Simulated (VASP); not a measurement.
# CdH6 (P1) in VASP: single point with PBE

Aim: the single point of CdH6 with PBE.

Everything below comes from runs of VASP 6.6.1. Logs are shortened: lines on timing, memory, paths and dates and some standing lists are left out, and cuts for length are marked.

### Step 1. The cell of the first run

The typed cell holds 7 atoms: a = 6.022 Å, b = 6.010 Å, c = 6.024 Å, α = 89.84°, β = 89.49°, γ = 90.69°.

### Step 2. Single point, PBE

INCAR reads:

```
PREC = Accurate
ENCUT = 520
EDIFF = 1E-7
ISMEAR = 0
SIGMA = 0.1
LREAL = False
LASPH = True
NELM = 100
ALGO = Normal
ISIF = 2
LWAVE = False
LCHARG = False
GGA = PE
NBANDS = 18
```

KPOINTS reads:

```
regular mesh
0
Gamma
  2 2 2
```

POSCAR reads:

```
CdH6
1.0
    6.0222088052     -0.0361119225      0.0267206080
   -0.0361762967      6.0101131902      0.0084381183
    0.0267130049      0.0084231919      6.0235161070
Cd H
1 6
Direct
    0.0071584904     -0.0065918983      0.0008644981
    0.0476097326      0.5063789873      0.4974891175
    0.5177417641      0.0467778586      0.5034416209
    0.9237551485      0.5139470049      0.4882562301
    0.4823032768      0.9268076224      0.4961706380
    0.5052816679      0.5091726474      0.0689141434
    0.5161499196      0.5035077777      0.9448637521
```

Potentials or basis: VASP PAW PBE potentials, release 64 (Cd, H).

Command:

```console
$ cat potpaw_PBE.64/Cd/POTCAR potpaw_PBE.64/H/POTCAR > POTCAR
$ mpirun -np 1 vasp_std > vasp.out
```

OUTCAR:

```text
PREC = Accurate
   ENCUT = 520
   EDIFF = 1E-7
   ISMEAR = 0
   LREAL = False
   LASPH = True
   NELM = 100
   ISIF = 2
   GGA = PE

 ion  position               nearest neighbor table
   1  0.007  0.993  0.001-
   2  0.048  0.506  0.497-   4 0.75
   3  0.518  0.047  0.503-   5 0.75
   4  0.924  0.514  0.488-   2 0.75
   5  0.482  0.927  0.496-   3 0.75
   6  0.505  0.509  0.069-   7 0.75
   7  0.516  0.504  0.945-   6 0.75

  LATTYP: Found a triclinic cell.
 ALAT       =    13.4191475934
 B/A-ratio  =     0.9982956216
 C/A-ratio  =     1.3478736837
 COS(alpha) =     0.0004511864
 COS(beta)  =     0.5992062467
 COS(gamma) =     0.7980525445

  Lattice vectors:

 A1 = (  12.0177046055,  -0.0806470369,  -5.9700748910)
 A2 = (  12.0082413137,   5.9378893452,   0.0618793343)
 A3 = (   6.0411353888, -12.0731846867, -12.0371878426)

Analysis of symmetry for initial positions (statically):
=====================================================================
 Subroutine PRICEL returns:
 Original cell was already a primitive cell.

 Routine SETGRP: Setting up the symmetry group for a
 triclinic supercell.

 Subroutine GETGRP returns: Found  1 space group operations
 (whereof  1 operations were pure point group operations)
 out of a pool of  2 trial point group operations.

The static configuration has the point symmetry C_1 .

Analysis of symmetry for dynamics (positions and initial velocities):
=====================================================================
 Subroutine PRICEL returns:
 Original cell was already a primitive cell.

 Routine SETGRP: Setting up the symmetry group for a
 triclinic supercell.

 Subroutine GETGRP returns: Found  1 space group operations
 (whereof  1 operations were pure point group operations)
 out of a pool of  2 trial point group operations.

The dynamic configuration has the point symmetry C_1 .

 Subroutine INISYM returns: Found  1 space group operations
 (whereof  1 operations are pure point group operations),
 and found     1 'primitive' translations

----------------------------------------------------------------------------------------

                                     Primitive cell

  volume of cell :     218.0035

  direct lattice vectors                    reciprocal lattice vectors
     6.022208805 -0.036111922  0.026720608     0.166061304  0.001000598 -0.000737846
    -0.036176297  6.010113190  0.008438118     0.000998818  0.166392562 -0.000237110
     0.026713005  0.008423192  6.023516107    -0.000738055 -0.000237532  0.166019597

  length of vectors
     6.022376355  6.010227989  6.023581229     0.166065958  0.166395729  0.166021407

  position of ions in fractional coordinates (direct lattice)
     0.007158490  0.993408102  0.000864498
     0.047609733  0.506378987  0.497489118
     0.517741764  0.046777859  0.503441621
     0.923755148  0.513947005  0.488256230
     0.482303277  0.926807622  0.496170638
     0.505281668  0.509172647  0.068914143
     0.516149920  0.503507778  0.944863752

  ion indices of the primitive-cell ions
   primitive index   ion index
                 1           1
                 2           2
                 3           3
                 4           4
                 5           5
                 6           6
                 7           7

----------------------------------------------------------------------------------------

 KPOINTS: regular mesh

Automatic generation of k-mesh.
 Grid dimensions read from file:
 generate k-points for:    2    2    2

 Generating k-lattice:

  Cartesian coordinates                     Fractional coordinates (reciprocal lattice)
     0.083030652  0.000500299 -0.000368923     0.500000000 -0.000000000  0.000000000
     0.000499409  0.083196281 -0.000118555    -0.000000000  0.500000000  0.000000000
    -0.000369028 -0.000118766  0.083009798     0.000000000  0.000000000  0.500000000

  Length of vectors
     0.083032979  0.083197865  0.083010704

  Shift w.r.t. Gamma in fractional coordinates (k-lattice)
     0.000000000  0.000000000  0.000000000

 Subroutine IBZKPT returns following result:
 ===========================================

 Found      8 irreducible k-points:

 Following reciprocal coordinates:
            Coordinates               Weight
  0.000000  0.000000  0.000000      1.000000
  0.500000 -0.000000  0.000000      1.000000
 -0.000000  0.500000  0.000000      1.000000
  0.500000  0.500000  0.000000      1.000000
 -0.000000  0.000000  0.500000      1.000000
  0.500000 -0.000000  0.500000      1.000000
  0.000000  0.500000  0.500000      1.000000
  0.500000  0.500000  0.500000      1.000000
   k-points           NKPTS =      8   k-points in BZ     NKDIM =      8   number of bands    NBANDS=     18
   number of dos      NEDOS =    301   number of ions     NIONS =      7
   total plane-waves  NPLWV = 110592
   dimension x,y,z NGX =    48 NGY =   48 NGZ =   48
   dimension x,y,z NGXF=    96 NGYF=   96 NGZF=   96
   ions per type =               1   6
   NGX,Y,Z   is equivalent  to a cutoff of  13.25, 13.28, 13.25 a.u.
   NGXF,Y,Z  is equivalent  to a cutoff of  26.50, 26.55, 26.50 a.u.
 SYSTEM =  unknown system
   PREC   = accura    normal or accurate (medium, high low for compatibility)
   ISTART =      0    job   : 0-new  1-cont  2-samecut
   ICHARG =      2    charge: 1-file 2-atom 10-const
   ISPIN  =      1    spin polarized calculation?
   LNONCOLLINEAR =      F non collinear calculations
   LSORBIT =      F    spin-orbit coupling
   LASPH  =      T    aspherical Exc in radial PAW
   ENCUT  =  520.0 eV  38.22 Ry    6.18 a.u.  11.20 11.18 11.20*2*pi/ulx,y,z
   NELM   =    100;   NELMIN=  2; NELMDL= -5     # of ELM steps
   EDIFF  = 0.1E-06   stopping-criterion for ELM
   LREAL  =      F    real-space projection
   EDIFFG = 0.1E-05   stopping-criterion for IOM
   NSW    =      0    number of steps for IOM
   IBRION =     -1    ionic relax: 0-MD 1-quasi-New 2-CG
   NFREE  =      0    steps in history (QN), initial steepest desc. (CG)
   ISIF   =      2    stress and relaxation
   ISYM   =      2    0-nonsym 1-usesym 2-fastsym
   POTIM  = 0.5000    time-step for ionic-motion
   TEBEG  =    0.0;   TEEND  =   0.0 temperature during run
   PSTRESS=    0.0 pullay stress
   NELECT =      18.0000    total number of electrons
   NUPDOWN=      -1.0000    fix difference up-down
   EMIN   =  10.00;   EMAX   =-10.00  energy-range for DOS
   EFERMI =   0.00;   METHOD = LEGACY
   ISMEAR =     0;   SIGMA  =   0.10  broadening in eV -4-tet -1-fermi 0-gaus
   EFERMI_NEDOS =   21; number of points for ismear=-14 and -15
   IALGO  =     38    algorithm
   IMIX   =      4    mixing-type and parameters
     AMIX     =   0.40;   BMIX     =  1.00
     AMIX_MAG =   1.60;   BMIX_MAG =  1.00
  volume/ion in A,a.u.               =      31.14       210.17
  Fermi-wavevector in a.u.,A,eV,Ry     =   0.712871  1.347132  6.914285  0.508186
  Thomas-Fermi vector in A             =   1.800361
   LORBIT       =      0    0 simple, 1 ext, 2 COOP (PROOUT), +10 PAW based schemes
   GGA     = PE    functional components
   LHFCALC =     F    Hartree Fock is set to
   AEXX    =    0.0000 exact exchange contribution
   IVDW    =     0    specifies the selected vdW correction
   LEPSILON=     F    determine dielectric tensor
   LRPA    =     F    only Hartree local field effects (RPA)
 non-spin polarized calculation
 Gauss-broadening in eV      SIGMA  =   0.10
  energy-cutoff  :      520.00
  volume of cell :      218.00
 maximum number of plane-waves:      5890
 NGX is ok and might be reduce to    48
   NGX = 23   NGY = 23   NGZ = 23

 number of electron      17.9999996 magnetization

 Free energy of the ion-electron system (eV)
  ---------------------------------------------------
  ext. energy  EPLUGINS =         0.00000000
  ---------------------------------------------------
  free energy    TOTEN  =       -20.37873547 eV

  energy without entropy =      -20.37873547  energy(sigma->0) =      -20.37873547

 E-fermi :  -3.7697     XC(G=0):  -4.3985

 val. band max:       -4.2589209045   @ k =   0.5000   0.5000   0.5000
 cond. band min:      -0.4972272126   @ k =   0.5000   0.5000   0.5000
 fundamental gap:      3.7616936919
 Fermi energy:        -3.7696916243

 k-point     1 :       0.0000    0.0000    0.0000
  band No.  band energies     occupation
      1     -10.4961      2.00000
      2     -10.4958      2.00000
      3     -10.4925      2.00000
      4     -10.4919      2.00000
      5     -10.4918      2.00000
      6      -9.5237      2.00000
[... 10 lines left out ...]
     17       3.6769      0.00000
     18       3.6968      0.00000

 k-point     2 :       0.5000   -0.0000    0.0000
  band No.  band energies     occupation
      1     -10.4947      2.00000
      2     -10.4932      2.00000
      3     -10.4927      2.00000
      4     -10.4926      2.00000
      5     -10.4919      2.00000
      6      -9.4061      2.00000
[... 10 lines left out ...]
     17       2.8518      0.00000
     18       4.8025      0.00000

 k-point     3 :      -0.0000    0.5000    0.0000
  band No.  band energies     occupation
      1     -10.4947      2.00000
      2     -10.4931      2.00000
      3     -10.4928      2.00000
      4     -10.4926      2.00000
      5     -10.4920      2.00000
      6      -9.4109      2.00000
[... 10 lines left out ...]
     17       2.8777      0.00000
     18       4.7504      0.00000

 k-point     4 :       0.5000    0.5000    0.0000
  band No.  band energies     occupation
      1     -10.4966      2.00000
      2     -10.4933      2.00000
      3     -10.4932      2.00000
      4     -10.4926      2.00000
      5     -10.4900      2.00000
      6      -9.3124      2.00000
[... 10 lines left out ...]
     17       3.4845      0.00000
     18       4.3456      0.00000

 k-point     5 :      -0.0000    0.0000    0.5000
  band No.  band energies     occupation
      1     -10.4945      2.00000
      2     -10.4933      2.00000
      3     -10.4929      2.00000
      4     -10.4927      2.00000
      5     -10.4918      2.00000
      6      -9.4081      2.00000
[... 10 lines left out ...]
     17       2.8853      0.00000
     18       4.7458      0.00000

 k-point     6 :       0.5000   -0.0000    0.5000
  band No.  band energies     occupation
      1     -10.4968      2.00000
      2     -10.4931      2.00000
      3     -10.4929      2.00000
      4     -10.4927      2.00000
      5     -10.4902      2.00000
      6      -9.3030      2.00000
[... 10 lines left out ...]
     17       3.4737      0.00000
     18       4.2552      0.00000

 k-point     7 :       0.0000    0.5000    0.5000
  band No.  band energies     occupation
      1     -10.4968      2.00000
      2     -10.4932      2.00000
      3     -10.4929      2.00000
      4     -10.4926      2.00000
      5     -10.4903      2.00000
      6      -9.3136      2.00000
[... 10 lines left out ...]
     17       3.4446      0.00000
     18       4.4319      0.00000

 k-point     8 :       0.5000    0.5000    0.5000
  band No.  band energies     occupation
      1     -10.4970      2.00000
      2     -10.4964      2.00000
      3     -10.4962      2.00000
      4     -10.4903      2.00000
      5     -10.4900      2.00000
      6      -9.2903      2.00000
[... 10 lines left out ...]
     17       4.3092      0.00000
     18       4.3446      0.00000

------------------------ aborting loop because EDIFF is reached ----------------------------------------

  FORCE on cell =-STRESS in cart. coord.  units (eV):
  Direction    XX          YY          ZZ          XY          YZ          ZX
  --------------------------------------------------------------------------------------
  -------------------------------------------------------------------------------------
  Total       -0.0675884     -0.0790648     -0.0684519     -0.0017534     -0.0031165     -0.0031697
  in kB       -0.4967287     -0.5810727     -0.5030749     -0.0128864     -0.0229043     -0.0232953
  external PRESSURE =      -0.5269587 kB  Pullay stress =       0.0000000 kB

 VOLUME and BASIS-vectors are now :
 -----------------------------------------------------------------------------
  energy-cutoff  :      520.00
  volume of cell :      218.00
      direct lattice vectors                 reciprocal lattice vectors
     6.022208805 -0.036111922  0.026720608     0.166061304  0.001000598 -0.000737846
    -0.036176297  6.010113190  0.008438118     0.000998818  0.166392562 -0.000237110
     0.026713005  0.008423192  6.023516107    -0.000738055 -0.000237532  0.166019597

 POSITION                                       TOTAL-FORCE (eV/Angst)
 -----------------------------------------------------------------------------------
      0.00720      5.97024      0.01378         0.000165      0.005566     -0.002049
      0.28169      3.04587      3.00218        -0.013676     -0.005407      0.003359
      3.12971      0.26668      3.04672         0.001665     -0.034149     -0.000820
      5.55750      3.05963      2.97004         0.012183      0.002827     -0.001854
      2.88426      5.55698      3.00940        -0.000054      0.033014      0.000568
      3.02633      3.04252      0.43290        -0.002564     -0.000645     -0.014082
      3.11539      3.01546      5.70944         0.002281     -0.001206      0.014878
 -----------------------------------------------------------------------------------
    total drift:                                0.000394     -0.000325      0.000317

  FREE ENERGIE OF THE ION-ELECTRON SYSTEM (eV)
  ---------------------------------------------------
  free  energy   TOTEN  =       -20.3787354675 eV

  energy  without entropy=      -20.3787354675  energy(sigma->0) =      -20.37873547
```

Wall time 34 s (1 thread of Intel Xeon Platinum 8259CL at 2.50GHz (Skylake/Cascade Lake), shared host); peak memory 0.31 GiB.

Results:

- Free energy: -20.3787 eV
- Pressure: -0.1 GPa
- Largest force: 0.034 eV/Å
- Band gap on the k mesh: 3.76 eV

Forces on the atoms (eV/Å):
```
Cd   0.000  0.006 -0.002
H   -0.014 -0.005  0.003
H    0.002 -0.034 -0.001
H    0.012  0.003 -0.002
H    0.000  0.033  0.001
H   -0.003 -0.001 -0.014
H    0.002 -0.001  0.015
```

Caveat: the k points lie up to 0.52 Å⁻¹ apart. A k mesh can miss the band edges.
